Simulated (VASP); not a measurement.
# Pt (Fm-3m) in VASP: notebook

The runs below take Pt through relaxation of cell and atoms, with PBE, RPBE, r2SCAN+D4.

Program: VASP 6.6.1. These are calculated values, not measurements. Logs are shortened: lines on timing, memory, paths and dates and some standing lists are left out, and cuts for length are marked.

## 1. The cell of the first run

The structure is cubic, space group Fm-3m (No. 225). The conventional cell has a = 3.922 Å, b = 3.922 Å, c = 3.922 Å, α = 90.00°, β = 90.00°, γ = 90.00°. Pt (site symmetry m-3m) has 12 Pt at 2.77 Å within 3.7 Å.

## 2. Relaxation of cell and atoms, PBE

The input, INCAR:

```
  PREC = Accurate
  ENCUT = 600
  EDIFF = 1E-6
  ISMEAR = -1
  SIGMA = 0.1
  LREAL = F
  LASPH = T
  NELM = 100
  ALGO = Normal
  ISIF = 3
  LWAVE = F
  LCHARG = F
  GGA = PE
  IBRION = 2
  NSW = 80
  EDIFFG = -0.05
```

The input, KPOINTS:

```
Automatic mesh
0
Gamma
  13 13 13
```

The input, POSCAR:

```
Pt
1.0
    0.0000000000      1.9609000000      1.9609000000
    1.9609000000      0.0000000000      1.9609000000
    1.9609000000      1.9609000000      0.0000000000
Pt
1
Direct
    0.0000000000      0.0000000000      0.0000000000
```

Potentials or basis: VASP PAW PBE potentials, release 64 (Pt).

Command:

```sh
$ cat potpaw_PBE.64/Pt/POTCAR > POTCAR
$ mpirun -np 1 vasp_std > vasp.out
```

OUTCAR:

```text
PREC = Accurate
   ENCUT = 600
   EDIFF = 1E-6
   ISMEAR = -1
   LREAL = F
   LASPH = T
   NELM = 100
   ISIF = 3
   GGA = PE
   IBRION = 2
   NSW = 80
   EDIFFG = -0.05

 ion  position               nearest neighbor table
   1  0.000  0.000  0.000-

  LATTYP: Found a face centered cubic cell.
 ALAT       =     3.9218000000

  Lattice vectors:

 A1 = (   0.0000000000,   1.9609000000,   1.9609000000)
 A2 = (   1.9609000000,   0.0000000000,   1.9609000000)
 A3 = (   1.9609000000,   1.9609000000,   0.0000000000)

Analysis of symmetry for initial positions (statically):
=====================================================================
 Subroutine PRICEL returns:
 Original cell was already a primitive cell.

 Routine SETGRP: Setting up the symmetry group for a
 face centered cubic supercell.

 Subroutine GETGRP returns: Found 48 space group operations
 (whereof 48 operations were pure point group operations)
 out of a pool of 48 trial point group operations.

The static configuration has the point symmetry O_h .

Analysis of symmetry for dynamics (positions and initial velocities):
=====================================================================
 Subroutine PRICEL returns:
 Original cell was already a primitive cell.

 Routine SETGRP: Setting up the symmetry group for a
 face centered cubic supercell.

 Subroutine GETGRP returns: Found 48 space group operations
 (whereof 48 operations were pure point group operations)
 out of a pool of 48 trial point group operations.

The dynamic configuration has the point symmetry O_h .

 Subroutine INISYM returns: Found 48 space group operations
 (whereof 48 operations are pure point group operations),
 and found     1 'primitive' translations

----------------------------------------------------------------------------------------

                                     Primitive cell

  volume of cell :      15.0798

  direct lattice vectors                    reciprocal lattice vectors
     0.000000000  1.960900000  1.960900000    -0.254984956  0.254984956  0.254984956
     1.960900000  0.000000000  1.960900000     0.254984956 -0.254984956  0.254984956
     1.960900000  1.960900000  0.000000000     0.254984956  0.254984956 -0.254984956

  length of vectors
     2.773131374  2.773131374  2.773131374     0.441646899  0.441646899  0.441646899

  position of ions in fractional coordinates (direct lattice)
     0.000000000  0.000000000  0.000000000

  ion indices of the primitive-cell ions
   primitive index   ion index
                 1           1

----------------------------------------------------------------------------------------

 KPOINTS: Automatic mesh

Automatic generation of k-mesh.
 Grid dimensions read from file:
 generate k-points for:   13   13   13

 Generating k-lattice:

  Cartesian coordinates                     Fractional coordinates (reciprocal lattice)
    -0.019614227  0.019614227  0.019614227     0.076923077  0.000000000  0.000000000
     0.019614227 -0.019614227  0.019614227     0.000000000  0.076923077  0.000000000
     0.019614227  0.019614227 -0.019614227     0.000000000  0.000000000  0.076923077

  Length of vectors
     0.033972838  0.033972838  0.033972838

  Shift w.r.t. Gamma in fractional coordinates (k-lattice)
     0.000000000  0.000000000  0.000000000

 Subroutine IBZKPT returns following result:
 ===========================================

 Found     84 irreducible k-points:

 Following reciprocal coordinates:
            Coordinates               Weight
  0.000000  0.000000  0.000000      1.000000
  0.076923  0.000000  0.000000      8.000000
  0.153846  0.000000  0.000000      8.000000
  0.230769  0.000000  0.000000      8.000000
  0.307692  0.000000  0.000000      8.000000
  0.384615  0.000000  0.000000      8.000000
[... 16 lines left out ...]
  0.384615  0.153846  0.000000     24.000000
  0.461538  0.153846  0.000000     24.000000
 [... further k-points ...]
   k-points           NKPTS =     84   k-points in BZ     NKDIM =     84   number of bands    NBANDS=      9
   number of dos      NEDOS =    301   number of ions     NIONS =      1
   total plane-waves  NPLWV =  13824
   dimension x,y,z NGX =    24 NGY =   24 NGZ =   24
   dimension x,y,z NGXF=    48 NGYF=   48 NGZF=   48
   ions per type =               1
   NGX,Y,Z   is equivalent  to a cutoff of  14.39, 14.39, 14.39 a.u.
   NGXF,Y,Z  is equivalent  to a cutoff of  28.78, 28.78, 28.78 a.u.
 SYSTEM =  unknown system
   PREC   = accura    normal or accurate (medium, high low for compatibility)
   ISTART =      0    job   : 0-new  1-cont  2-samecut
   ICHARG =      2    charge: 1-file 2-atom 10-const
   ISPIN  =      1    spin polarized calculation?
   LNONCOLLINEAR =      F non collinear calculations
   LSORBIT =      F    spin-orbit coupling
   LASPH  =      T    aspherical Exc in radial PAW
   ENCUT  =  600.0 eV  44.10 Ry    6.64 a.u.   5.54  5.54  5.54*2*pi/ulx,y,z
   NELM   =    100;   NELMIN=  2; NELMDL= -5     # of ELM steps
   EDIFF  = 0.1E-05   stopping-criterion for ELM
   LREAL  =      F    real-space projection
   EDIFFG = -.5E-01   stopping-criterion for IOM
   NSW    =     80    number of steps for IOM
   IBRION =      2    ionic relax: 0-MD 1-quasi-New 2-CG
   NFREE  =      1    steps in history (QN), initial steepest desc. (CG)
   ISIF   =      3    stress and relaxation
   ISYM   =      2    0-nonsym 1-usesym 2-fastsym
   POTIM  = 0.5000    time-step for ionic-motion
   TEBEG  =    0.0;   TEEND  =   0.0 temperature during run
   PSTRESS=    0.0 pullay stress
   NELECT =      10.0000    total number of electrons
   NUPDOWN=      -1.0000    fix difference up-down
   EMIN   =  10.00;   EMAX   =-10.00  energy-range for DOS
   EFERMI =   0.00;   METHOD = LEGACY
   ISMEAR =    -1;   SIGMA  =   0.10  broadening in eV -4-tet -1-fermi 0-gaus
   EFERMI_NEDOS =   21; number of points for ismear=-14 and -15
   IALGO  =     38    algorithm
   IMIX   =      4    mixing-type and parameters
     AMIX     =   0.40;   BMIX     =  1.00
     AMIX_MAG =   1.60;   BMIX_MAG =  1.00
  volume/ion in A,a.u.               =      15.08       101.76
  Fermi-wavevector in a.u.,A,eV,Ry     =   1.427609  2.697791 27.729605  2.038068
  Thomas-Fermi vector in A             =   2.547760
   LORBIT       =      0    0 simple, 1 ext, 2 COOP (PROOUT), +10 PAW based schemes
   GGA     = PE    functional components
   LHFCALC =     F    Hartree Fock is set to
   AEXX    =    0.0000 exact exchange contribution
   IVDW    =     0    specifies the selected vdW correction
   LEPSILON=     F    determine dielectric tensor
   LRPA    =     F    only Hartree local field effects (RPA)
 conjugate gradient relaxation of ions
 non-spin polarized calculation
  energy-cutoff  :      600.00
  volume of cell :       15.08
 maximum number of plane-waves:       531
 NGX is ok and might be reduce to    24
   NGX = 11   NGY = 11   NGZ = 11

--------------------------------------- Ionic step        1  -------------------------------------------

 number of electron      10.0000000 magnetization

 Free energy of the ion-electron system (eV)
  ---------------------------------------------------
  ext. energy  EPLUGINS =         0.00000000
  ---------------------------------------------------
  free energy    TOTEN  =        -6.10717417 eV

  energy without entropy =       -6.04775192  energy(sigma->0) =       -6.07746304

------------------------ aborting loop because EDIFF is reached ----------------------------------------

  FORCE on cell =-STRESS in cart. coord.  units (eV):
  Direction    XX          YY          ZZ          XY          YZ          ZX
  --------------------------------------------------------------------------------------
  -------------------------------------------------------------------------------------
  Total        0.9389651      0.9389651      0.9389651      0.0000000      0.0000000      0.0000000
  in kB       99.7616694     99.7616694     99.7616694      0.0000000      0.0000000      0.0000000
  external PRESSURE =      99.7616694 kB  Pullay stress =       0.0000000 kB
[... 20 lines left out ...]
  energy  without entropy=       -6.0477519161  energy(sigma->0) =       -6.07746304

--------------------------------------- Ionic step        2  -------------------------------------------

 number of electron      10.0000001 magnetization

 E-fermi :   8.8807     XC(G=0): -12.7049

 val. band max:        8.8696692721   @ k =  -0.4615   0.3077   0.0769
 cond. band min:       8.8843544426   @ k =  -0.4615   0.2308   0.0000
 fundamental gap:      0.0146851705
 Fermi energy:         8.8806568662

 k-point     1 :       0.0000    0.0000    0.0000
  band No.  band energies     occupation
      1       0.0827      2.00000
      2       5.8347      2.00000
      3       5.8347      2.00000
      4       5.8347      2.00000
      5       7.5596      2.00000
      6       7.5596      2.00000
      7      23.7991      0.00000
      8      28.0228      0.00000
      9      28.0228      0.00000
[... 308 lines left out ...]
  energy  without entropy=       -5.9531893343  energy(sigma->0) =       -5.98819239

--------------------------------------- Ionic step        3  -------------------------------------------

 number of electron      10.0000002 magnetization

 Free energy of the ion-electron system (eV)
  ---------------------------------------------------
  ext. energy  EPLUGINS =         0.00000000
  ---------------------------------------------------
  free energy    TOTEN  =        -6.12382671 eV

  energy without entropy =       -6.06145433  energy(sigma->0) =       -6.09264052

 E-fermi :  10.5465     XC(G=0): -13.2663

 val. band max:       10.5443458508   @ k =  -0.4615   0.3077   0.0769
 cond. band min:      10.5657128145   @ k =  -0.4615   0.2308   0.0000
 fundamental gap:      0.0213669638
 Fermi energy:        10.5465146071

 k-point     1 :       0.0000    0.0000    0.0000
  band No.  band energies     occupation
      1       0.7559      2.00000
      2       6.9866      2.00000
      3       6.9866      2.00000
      4       6.9866      2.00000
      5       9.0091      2.00000
      6       9.0091      2.00000
      7      25.2938      0.00000
      8      30.0455      0.00000
      9      30.0455      0.00000
[... 304 lines left out ...]
  FREE ENERGIE OF THE ION-ELECTRON SYSTEM (eV)
  ---------------------------------------------------
  free  energy   TOTEN  =        -6.1238267090 eV

  energy  without entropy=       -6.0614543269  energy(sigma->0) =       -6.09264052

 reached required accuracy - stopping structural energy minimisation
```

Run time: 47 s. Hardware: 1 thread of Intel Xeon 8259CL, shared host; peak memory 0.16 GiB.

Results:

* Free energy: -6.1238 eV
* Relaxed volume: 15.66 Å³/atom
* Relaxed cell: a = 2.808 Å, b = 2.808 Å, c = 2.808 Å, α = 60.00°, β = 60.00°, γ = 60.00°
* Space group after relaxing (to 0.05 Å): Fm-3m (No. 225)
* Energy gained by relaxing: 16.7 meV/atom
* Ionic steps: 3
* Pressure after relaxing: -0.3 GPa
* Band gap on the k mesh: zero (band 5 reaches 10.94 eV, above the bottom of band 6 at 8.91 eV)

Step by step:
```csv
step,energy change (eV),largest force (eV/Å),pressure (GPa),volume (Å³)
1,0.0000,0.0000,9.98,15.08
2,0.0840,0.0000,-18.29,17.22
3,-0.0167,0.0000,-0.33,15.66
```

Final structure:
```xyz
1
Lattice="0.0000 1.9858 1.9858 1.9858 0.0000 1.9858 1.9858 1.9858 0.0000" Properties=species:S:1:pos:R:3 pbc="T T T"
Pt    0.0000    0.0000    0.0000
```

Caveat: spin-orbit coupling is left out, which moves the levels of the heavy elements. PBE usually gives volumes a little too large and moduli too small.

## 3. Relaxation of cell and atoms, RPBE

The input, INCAR:

```
SYSTEM = Pt
  PREC = Accurate
  ENCUT = 600
  EDIFF = 1E-6
  ISMEAR = -1
  SIGMA = 0.1
  LREAL = .FALSE.
  LASPH = .TRUE.
  NELM = 80
  ALGO = Normal
  ISIF = 3
  LWAVE = .FALSE.
  LCHARG = .FALSE.
  GGA = RP
  IBRION = 2
  NSW = 80
  EDIFFG = -0.05
```

The input, KPOINTS:

```
Automatic mesh
0
G
  13 13 13
  0 0 0
```

POSCAR is that of step 2.

Potentials or basis: VASP PAW PBE potentials, release 64 (Pt).

Command:

```sh
$ cat potpaw_PBE.64/Pt/POTCAR > POTCAR
$ mpirun -np 1 vasp_std > vasp.out
```

Wall time 53 s (1 thread of Intel Xeon 8259CL, shared host); peak memory 0.15 GiB.

The run converged. Its results:

```yaml
Free_energy: -5.4844 eV
Relaxed_volume: 15.91 Å³/atom
Relaxed_cell: a = 2.823 Å, b = 2.823 Å, c = 2.823 Å, α = 60.00°, β = 60.00°, γ = 60.00°
Space_group_after_relaxing_to_0.05_Å: Fm-3m (No. 225)
Energy_gained_by_relaxing: 34.5 meV/atom
Ionic_steps: 4
Pressure_after_relaxing: -0.1 GPa
Band_gap_on_the_k_mesh: zero (band 5 reaches 10.72 eV, above the bottom of band 6 at 8.74 eV)
```

Step by step:
```
step  energy change (eV)  largest force (eV/Å)  pressure (GPa)  volume (Å³)
   1              0.0000                0.0000           14.20        15.08
   2              0.1393                0.0000          -20.93        18.19
   3             -0.0344                0.0000           -0.62        15.95
   4             -0.0345                0.0000           -0.07        15.91
```

Final structure:
```
Pt
1.0
     0.00000    1.99632    1.99632
     1.99632    0.00000    1.99632
     1.99632    1.99632    0.00000
Pt
1
Direct
  0.00000 0.00000 0.00000
```

Levels at points of the mesh, in eV from the Fermi level:
| k point | band 3 | band 4 | band 5 | band 6 | band 7 | band 8 |
| --- | --- | --- | --- | --- | --- | --- |
| (0.00, 0.00, 0.00) | -3.46 | -3.46 | -1.50 | -1.50 | 14.76 | 19.45 |

Caveat: the PAW data sets were made with another functional, which shifts forces and pressure a little; spin-orbit coupling is left out, which moves the levels of the heavy elements.

## 4. Relaxation of cell and atoms, r2SCAN+D4

POSCAR is that of step 3.

The input, INCAR.step1:

```
SYSTEM = Pt
PREC     = Accurate       ! precision mode
ENCUT    = 600            ! plane-wave cutoff, eV
ISMEAR   = -1             ! smearing method
SIGMA    = 0.1            ! smearing width, eV
LREAL    = .False.        ! projectors in reciprocal space
LASPH    = .True.         ! aspherical terms in the spheres
NELM     = 80             ! most SCF steps
GGA      = PE             ! functional
ALGO     = Normal         ! electronic algorithm
EDIFF    = 1E-4           ! SCF threshold, eV
LWAVE    = .True.         ! write WAVECAR
LCHARG   = .False.        ! write CHGCAR
```

The input, INCAR.step2:

```
SYSTEM = Pt
PREC     = Accurate       ! precision mode
ENCUT    = 600            ! plane-wave cutoff, eV
EDIFF    = 1E-6           ! SCF threshold, eV
ISMEAR   = -1             ! smearing method
SIGMA    = 0.1            ! smearing width, eV
LREAL    = .False.        ! projectors in reciprocal space
LASPH    = .True.         ! aspherical terms in the spheres
NELM     = 80             ! most SCF steps
ALGO     = Normal         ! electronic algorithm
ISIF     = 3              ! what is computed and relaxed
LWAVE    = .False.        ! write WAVECAR
LCHARG   = .False.        ! write CHGCAR
METAGGA  = R2SCAN         ! meta-GGA
LMIXTAU  = .True.       
IVDW     = 13             ! dispersion correction
VDW_S6   = 1.0          
VDW_S8   = 0.6018749    
VDW_A1   = 0.51559235   
VDW_A2   = 5.77342911   
IBRION   = 2              ! ionic algorithm
NSW      = 80             ! ionic steps
EDIFFG   = -0.05          ! ionic threshold
ISTART   = 1
```

The input, KPOINTS:

```
regular mesh
0
Gamma
  13 13 13
  0 0 0
```

Command:

```sh
$ cat potpaw_PBE.64/Pt/POTCAR > POTCAR
$ cp INCAR.step1 INCAR
$ mpirun -np 1 vasp_std > vasp.out
$ cp INCAR.step2 INCAR
$ mpirun -np 1 vasp_std > vasp.out
```

Wall time 3.1 min (1 thread of Intel Xeon 8259CL, shared host); peak memory 0.16 GiB.

The run converged. Its results:

```
Free energy                            : -51.7743 eV
Relaxed volume                         : 15.23 Å³/atom
Relaxed cell                           : a = 2.782 Å, b = 2.782 Å, c = 2.782 Å, α = 60.00°, β = 60.00°, γ = 60.00°
Space group after relaxing (to 0.05 Å) : Fm-3m (No. 225)
Energy gained by relaxing              : 1.3 meV/atom
Ionic steps                            : 3
Pressure after relaxing                : -0.1 GPa
Band gap on the k mesh                 : zero (band 5 reaches 11.26 eV, above the bottom of band 6 at 8.99 eV)
Dispersion energy per atom             : -0.253 eV
```

The path:
```
step  energy change (eV)  largest force (eV/Å)  pressure (GPa)  volume (Å³)
   1              0.0000                0.0000            2.88        15.08
   2              0.0096                0.0000           -7.53        15.68
   3             -0.0013                0.0000           -0.05        15.23
```

Final structure:
```xyz
1
Lattice="0.0000 1.9675 1.9675 1.9675 0.0000 1.9675 1.9675 1.9675 0.0000" Properties=species:S:1:pos:R:3 pbc="T T T"
Pt    0.0000    0.0000    0.0000
```

Levels at points of the mesh, in eV from the Fermi level:
| k point | band 3 | band 4 | band 5 | band 6 | band 7 | band 8 |
| --- | --- | --- | --- | --- | --- | --- |
| (0.00, 0.00, 0.00) | -3.85 | -3.85 | -1.72 | -1.72 | 15.52 | 20.63 |

Caveat: the PAW data sets were made with another functional, which shifts forces and pressure a little; spin-orbit coupling is left out, which moves the levels of the heavy elements; pairwise dispersion overbinds metals, which lowers pressure and volume.

## 5. The runs side by side

```tsv
level	gap on the mesh (eV)	pressure (GPa)	relaxed volume (Å³/atom)
PBE	none	-0.3	15.66
RPBE	none	-0.1	15.91
r2SCAN+D4	none	-0.1	15.23
```

Alike in all rows: task relaxation of cell and atoms; potentials or basis VASP PAW PBE potentials, release 64 (Pt); no spin polarisation; cell relaxed; k mesh 13 × 13 × 13; cutoff (eV) 600; smearing fermi-dirac 0.1 eV.

Caveats: spin-orbit coupling is left out, which moves the levels of the heavy elements; the PAW data sets were made with another functional, which shifts forces and pressure a little (some runs); pairwise dispersion overbinds metals, which lowers pressure and volume (some runs).

Total energies depend on the potentials used, so only differences within one code and one set of settings carry meaning.
